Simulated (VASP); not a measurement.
# MgO in VASP: notebook

Runs on MgO. Level: PBE. Tasks: single point.

Program: VASP 6.6.1. These are calculated values, not measurements. Logs are shortened: lines on timing, memory, paths and dates and some standing lists are left out, and cuts for length are marked.

### 1 The cell of the first run

The cell holds a wire or tube with vacuum around it, 16 atoms: a = 15.400 Å, b = 13.600 Å, c = 3.917 Å, α = 90.00°, β = 90.00°, γ = 90.00°.

### 2 Single point, PBE

INCAR

```
  ALGO = Normal
  EDIFF = 1E-6
  ENCUT = 520
  GGA = PE
  ISIF = 2
  ISMEAR = 0
  LASPH = T
  LCHARG = F
  LREAL = Auto
  LWAVE = F
  NBANDS = 46
  NELM = 100
  PREC = Accurate
  SIGMA = 0.05
```

KPOINTS

```
k-points
0
Gamma
  1 1 8
```

POSCAR

```
MgO
1.0
   15.4000000000      0.0000000000      0.0000000000
    0.0000000000     13.6000000000      0.0000000000
    0.0000000000      0.0000000000      3.9172587958
Mg O
8 8
Direct
    0.2268760275      0.5000000000      0.0000000000
    0.6441855420      0.5000000000      0.0000000000
    0.5634016102      0.3770972175      0.5000000000
    0.5634016102      0.6229027825      0.5000000000
    0.3558144580      0.5000000000      0.5000000000
    0.7731239725      0.5000000000      0.5000000000
    0.4365983898      0.3770972175      0.0000000000
    0.4365983898      0.6229027825      0.0000000000
    0.3581980727      0.5000000000      0.0000000000
    0.7782245020      0.5000000000      0.0000000000
    0.4316438512      0.3719138523      0.5000000000
    0.4316438512      0.6280861477      0.5000000000
    0.2217754980      0.5000000000      0.5000000000
    0.6418019273      0.5000000000      0.5000000000
    0.5683561488      0.3719138523      0.0000000000
    0.5683561488      0.6280861477      0.0000000000
```

Potentials or basis: VASP PAW PBE potentials, release 64 (Mg, O).

On the command line:

```
> cat potpaw_PBE.64/Mg/POTCAR potpaw_PBE.64/O/POTCAR > POTCAR
> mpirun -np 1 vasp_std > vasp.out
```

OUTCAR:

```text
EDIFF = 1E-6
   ENCUT = 520
   GGA = PE
   ISIF = 2
   ISMEAR = 0
   LASPH = T
   LREAL = Auto
   NELM = 100
   PREC = Accurate

 ion  position               nearest neighbor table
   1  0.227  0.500  0.000-  13 1.96  13 1.96   9 2.02   5 2.79   5 2.79   7 3.64   8 3.64
   2  0.644  0.500  0.000-  14 1.96  14 1.96  10 2.06  16 2.10  15 2.10   6 2.79   6 2.79   3 2.86
                             4 2.86   4 2.86   3 2.86   7 3.61   8 3.61
   3  0.563  0.377  0.500-  15 1.96  15 1.96  11 2.03  14 2.06   7 2.77   7 2.77   2 2.86   2 2.86
                             4 3.34   5 3.61   6 3.64
   4  0.563  0.623  0.500-  16 1.96  16 1.96  12 2.03  14 2.06   8 2.77   8 2.77   2 2.86   2 2.86
                             3 3.34   5 3.61   6 3.64
   5  0.356  0.500  0.500-   9 1.96   9 1.96  13 2.06  11 2.10  12 2.10   1 2.79   1 2.79   7 2.86
                             7 2.86   8 2.86   8 2.86   3 3.61   4 3.61
   6  0.773  0.500  0.500-  10 1.96  10 1.96  14 2.02   2 2.79   2 2.79   3 3.64   4 3.64
   7  0.437  0.377  0.000-  11 1.96  11 1.96  15 2.03   9 2.06   3 2.77   3 2.77   5 2.86   5 2.86
                             8 3.34   2 3.61   1 3.64
   8  0.437  0.623  0.000-  12 1.96  12 1.96  16 2.03   9 2.06   4 2.77   4 2.77   5 2.86   5 2.86
                             7 3.34   2 3.61   1 3.64
   9  0.358  0.500  0.000-   5 1.96   5 1.96   1 2.02   8 2.06   7 2.06
  10  0.778  0.500  0.000-   6 1.96   6 1.96   2 2.06
  11  0.432  0.372  0.500-   7 1.96   7 1.96   3 2.03   5 2.10
  12  0.432  0.628  0.500-   8 1.96   8 1.96   4 2.03   5 2.10
  13  0.222  0.500  0.500-   1 1.96   1 1.96   5 2.06
  14  0.642  0.500  0.500-   2 1.96   2 1.96   6 2.02   3 2.06   4 2.06
  15  0.568  0.372  0.000-   3 1.96   3 1.96   7 2.03   2 2.10
  16  0.568  0.628  0.000-   4 1.96   4 1.96   8 2.03   2 2.10

  LATTYP: Found a simple orthorhombic cell.
 ALAT       =     3.9172587958
 B/A-ratio  =     3.4718155498
 C/A-ratio  =     3.9313205491

  Lattice vectors:

 A1 = (   0.0000000000,   0.0000000000,  -3.9172587958)
 A2 = (   0.0000000000,  13.6000000000,   0.0000000000)
 A3 = (  15.4000000000,   0.0000000000,   0.0000000000)

Analysis of symmetry for initial positions (statically):
=====================================================================
 Subroutine PRICEL returns:
 Original cell was already a primitive cell.

 Routine SETGRP: Setting up the symmetry group for a
 simple orthorhombic supercell.

 Subroutine GETGRP returns: Found  8 space group operations
 (whereof  4 operations were pure point group operations)
 out of a pool of  8 trial point group operations.

The static configuration has the point symmetry C_2v.
 The point group associated with its full space group is D_2h.

Analysis of symmetry for dynamics (positions and initial velocities):
[... 131 lines left out ...]
   NELECT =      64.0000    total number of electrons
   NUPDOWN=      -1.0000    fix difference up-down
   EMIN   =  10.00;   EMAX   =-10.00  energy-range for DOS
   EFERMI =   0.00;   METHOD = LEGACY
   ISMEAR =     0;   SIGMA  =   0.05  broadening in eV -4-tet -1-fermi 0-gaus
   EFERMI_NEDOS =   21; number of points for ismear=-14 and -15
   IALGO  =     38    algorithm
   IMIX   =      4    mixing-type and parameters
     AMIX     =   0.40;   BMIX     =  1.00
     AMIX_MAG =   1.60;   BMIX_MAG =  1.00
  volume/ion in A,a.u.               =      51.28       346.03
  Fermi-wavevector in a.u.,A,eV,Ry     =   0.699500  1.321863  6.657328  0.489300
  Thomas-Fermi vector in A             =   1.783395
   LORBIT       =      0    0 simple, 1 ext, 2 COOP (PROOUT), +10 PAW based schemes
   GGA     = PE    functional components
   LHFCALC =     F    Hartree Fock is set to
   AEXX    =    0.0000 exact exchange contribution
   IVDW    =     0    specifies the selected vdW correction
   LEPSILON=     F    determine dielectric tensor
   LRPA    =     F    only Hartree local field effects (RPA)
 non-spin polarized calculation
 Gauss-broadening in eV      SIGMA  =   0.05
  energy-cutoff  :      520.00
  volume of cell :      820.43
 maximum number of plane-waves:     22121
 NGX is ok and might be reduce to   120
   NGX = 57   NGY = 51   NGZ = 15

 number of electron      64.0000008 magnetization

 Free energy of the ion-electron system (eV)
  ---------------------------------------------------
  ext. energy  EPLUGINS =         0.00000000
  ---------------------------------------------------
  free energy    TOTEN  =       -87.52172678 eV

  energy without entropy =      -87.52172678  energy(sigma->0) =      -87.52172678

 E-fermi :  -3.4894     XC(G=0):  -3.1539

 val. band max:       -3.7679529762   @ k =   0.0000   0.0000   0.3750
 cond. band min:      -0.7338641206   @ k =   0.0000   0.0000   0.0000
 fundamental gap:      3.0340888556
 Fermi energy:        -3.4894076800

 k-point     1 :       0.0000    0.0000    0.0000
  band No.  band energies     occupation
      1     -20.3309      2.00000
      2     -20.2258      2.00000
      3     -19.4878      2.00000
      4     -19.3586      2.00000
      5     -18.9583      2.00000
      6     -18.9159      2.00000
[... 224 lines left out ...]
     43       3.2934      0.00000
     44       3.2934      0.00000
 [bands above 44 left out]

------------------------ aborting loop because EDIFF is reached ----------------------------------------

  FORCE on cell =-STRESS in cart. coord.  units (eV):
  Direction    XX          YY          ZZ          XY          YZ          ZX
  --------------------------------------------------------------------------------------
  -------------------------------------------------------------------------------------
  Total       -0.3822161     -0.3236732     -0.6263884      0.0000000      0.0000000      0.0000000
  in kB       -0.7464104     -0.6320849     -1.2232419      0.0000000      0.0000000      0.0000000
  external PRESSURE =      -0.8672458 kB  Pullay stress =       0.0000000 kB

 VOLUME and BASIS-vectors are now :
 -----------------------------------------------------------------------------
  energy-cutoff  :      520.00
  volume of cell :      820.43
      direct lattice vectors                 reciprocal lattice vectors
    15.400000000  0.000000000  0.000000000     0.064935065  0.000000000  0.000000000
     0.000000000 13.600000000  0.000000000     0.000000000  0.073529412  0.000000000
     0.000000000  0.000000000  3.917258796     0.000000000  0.000000000  0.255280555

 POSITION                                       TOTAL-FORCE (eV/Angst)
 -----------------------------------------------------------------------------------
      3.49389      6.80000      0.00000         0.017369      0.000000      0.000000
      9.92046      6.80000      0.00000        -0.006993      0.000000      0.000000
      8.67638      5.12852      1.95863        -0.006760      0.025372      0.000000
      8.67638      8.47148      1.95863        -0.006760     -0.025372      0.000000
      5.47954      6.80000      1.95863         0.006993      0.000000      0.000000
     11.90611      6.80000      1.95863        -0.017369      0.000000      0.000000
[... 8 lines left out ...]
      8.75268      5.05803      0.00000         0.009556     -0.002844      0.000000
      8.75268      8.54197      0.00000         0.009556      0.002844     -0.000000
 -----------------------------------------------------------------------------------
    total drift:                                0.000000     -0.000000     -0.000000

  FREE ENERGIE OF THE ION-ELECTRON SYSTEM (eV)
  ---------------------------------------------------
  free  energy   TOTEN  =       -87.5217267781 eV

  energy  without entropy=      -87.5217267781  energy(sigma->0) =      -87.52172678
```

stdout:

```text
POSCAR found type information on POSCAR MgO
 POSCAR found :  2 types and      16 ions
 scaLAPACK will be used
 LDA part: xc-table for (Slater+PW92), standard interpolation
 POSCAR, INCAR and KPOINTS ok, starting setup
 FFT: planning ... GRIDC
 FFT: planning ... GRID_SOFT
 FFT: planning ... GRID
 WAVECAR not read
 entering main loop
```

Wall time 6.6 min (1 thread of Intel Xeon Platinum 8488C (Sapphire Rapids), shared host); peak memory 0.77 GiB.

Results:

| Quantity | Value |
| --- | --- |
| Free energy | -87.5217 eV |
| Largest force | 0.026 eV/Å |
| Band gap on the k mesh | 3.03 eV (least direct gap 3.05 eV) |

Forces on the atoms (eV/Å):
```
Mg   0.017  0.000  0.000
Mg  -0.007  0.000  0.000
Mg  -0.007  0.025  0.000
Mg  -0.007 -0.025  0.000
Mg   0.007  0.000  0.000
Mg  -0.017  0.000  0.000
Mg   0.007  0.025  0.000
Mg   0.007 -0.025  0.000
O    0.002  0.000  0.000
O    0.005  0.000  0.000
O   -0.010 -0.003  0.000
O   -0.010  0.003  0.000
O   -0.005  0.000  0.000
O   -0.002  0.000  0.000
O    0.010 -0.003  0.000
O    0.010  0.003  0.000
```

Levels at points of the mesh, in eV from the valence-band top:
```csv
k point,band 30,band 31,band 32,band 33,band 34,band 35
"(0.00, 0.00, 0.00)",-0.15,-0.13,-0.01,3.03,3.71,4.18
"(0.00, 0.00, 0.50)",-0.07,-0.01,-0.01,5.42,5.42,5.76
```

### 3 Single point, PBE

This run uses another cell than the first one.

INCAR

```
SYSTEM = MgO
PREC = Accurate
ENCUT = 520
EDIFF = 1E-6
ISMEAR = 0
SIGMA = 0.05
LREAL = Auto
LASPH = .TRUE.
NELM = 60
ALGO = Normal
ISIF = 2
LWAVE = .FALSE.
LCHARG = .FALSE.
GGA = PE
NBANDS = 46
```

KPOINTS

```
Automatic mesh
0
G
  1 1 8
  0 0 0
```

POSCAR

```
MgO
1.0
   15.4000000000      0.0000000000      0.0000000000
    0.0000000000     13.6000000000      0.0000000000
    0.0000000000      0.0000000000      4.2537045194
Mg O
8 8
Direct
    0.2928390656      0.5000000000      0.0000000000
    0.5690536448      0.5000000000      0.0000000000
    0.5690536448      0.3436138044      0.5000000000
    0.5690536448      0.6563861956      0.5000000000
    0.4309463552      0.5000000000      0.5000000000
    0.7071609344      0.5000000000      0.5000000000
    0.4309463552      0.3436138044      0.0000000000
    0.4309463552      0.6563861956      0.0000000000
    0.4309463552      0.5000000000      0.0000000000
    0.7071609344      0.5000000000      0.0000000000
    0.4309463552      0.3436138044      0.5000000000
    0.4309463552      0.6563861956      0.5000000000
    0.2928390656      0.5000000000      0.5000000000
    0.5690536448      0.5000000000      0.5000000000
    0.5690536448      0.3436138044      0.0000000000
    0.5690536448      0.6563861956      0.0000000000
```

Potentials or basis: VASP PAW PBE potentials, release 64 (Mg, O).

On the command line:

```
> cat potpaw_PBE.64/Mg/POTCAR potpaw_PBE.64/O/POTCAR > POTCAR
> mpirun -np 1 vasp_std > vasp.out
```

OUTCAR:

```text
SYSTEM = MgO
   PREC = Accurate
   ENCUT = 520
   EDIFF = 1E-6
   ISMEAR = 0
   LREAL = Auto
   LASPH = .TRUE.
   NELM = 60
   ISIF = 2
   GGA = PE

 ion  position               nearest neighbor table
   1  0.293  0.500  0.000-  13 2.13  13 2.13   9 2.13   5 3.01   5 3.01   7 3.01   8 3.01
   2  0.569  0.500  0.000-  14 2.13  14 2.13   9 2.13  10 2.13  16 2.13  15 2.13   5 3.01   5 3.01
                             6 3.01   6 3.01   4 3.01   4 3.01   3 3.01   3 3.01   7 3.01   8 3.01
   3  0.569  0.344  0.500-  15 2.13  15 2.13  11 2.13  14 2.13   7 3.01   7 3.01   2 3.01   2 3.01
                             6 3.01   5 3.01
   4  0.569  0.656  0.500-  16 2.13  16 2.13  12 2.13  14 2.13   8 3.01   8 3.01   2 3.01   2 3.01
[... 464 lines left out ...]
  external PRESSURE =     -26.7111621 kB  Pullay stress =       0.0000000 kB

 VOLUME and BASIS-vectors are now :
 -----------------------------------------------------------------------------
  energy-cutoff  :      520.00
  volume of cell :      890.90
      direct lattice vectors                 reciprocal lattice vectors
    15.400000000  0.000000000  0.000000000     0.064935065  0.000000000  0.000000000
     0.000000000 13.600000000  0.000000000     0.000000000  0.073529412  0.000000000
     0.000000000  0.000000000  4.253704519     0.000000000  0.000000000  0.235089202

 POSITION                                       TOTAL-FORCE (eV/Angst)
 -----------------------------------------------------------------------------------
      4.50972      6.80000      0.00000         0.224875     -0.000000      0.000000
      8.76343      6.80000      0.00000         1.169212     -0.000000      0.000000
      8.76343      4.67315      2.12685        -1.541745      0.156711     -0.000000
      8.76343      8.92685      2.12685        -1.541745     -0.156711      0.000000
      6.63657      6.80000      2.12685        -1.169212     -0.000000      0.000000
     10.89028      6.80000      2.12685        -0.224875     -0.000000      0.000000
[... 8 lines left out ...]
      8.76343      4.67315      0.00000        -0.601109     -0.268967      0.000000
      8.76343      8.92685      0.00000        -0.601109      0.268967     -0.000000
 -----------------------------------------------------------------------------------
    total drift:                               -0.000000      0.000000      0.000000

  FREE ENERGIE OF THE ION-ELECTRON SYSTEM (eV)
  ---------------------------------------------------
  free  energy   TOTEN  =       -82.9762401249 eV

  energy  without entropy=      -82.9762401249  energy(sigma->0) =      -82.97624012
```

Wall time 10 min (1 thread of Intel Xeon Platinum 8488C (Sapphire Rapids), shared host); peak memory 0.79 GiB.

Results:

```
Free energy            : -82.9762 eV
Largest force          : 1.550 eV/Å
Band gap on the k mesh : 1.38 eV
```

Forces on the atoms (eV/Å):
```
Mg   0.225  0.000  0.000
Mg   1.169  0.000  0.000
Mg  -1.542  0.157  0.000
Mg  -1.542 -0.157  0.000
Mg  -1.169  0.000  0.000
Mg  -0.225  0.000  0.000
Mg   1.542  0.157  0.000
Mg   1.542 -0.157  0.000
O   -1.122  0.000  0.000
O    0.305  0.000  0.000
O    0.601 -0.269  0.000
O    0.601  0.269  0.000
O   -0.305  0.000  0.000
O    1.122  0.000  0.000
O   -0.601 -0.269  0.000
O   -0.601  0.269  0.000
```

Levels at points of the mesh, in eV from the valence-band top:
| k point | band 30 | band 31 | band 32 | band 33 | band 34 | band 35 |
| --- | --- | --- | --- | --- | --- | --- |
| (0.00, 0.00, 0.00) | -0.49 | -0.31 | 0.00 | 1.38 | 2.16 | 2.83 |
| (0.00, 0.00, 0.50) | -0.45 | -0.03 | -0.03 | 3.33 | 3.33 | 3.34 |
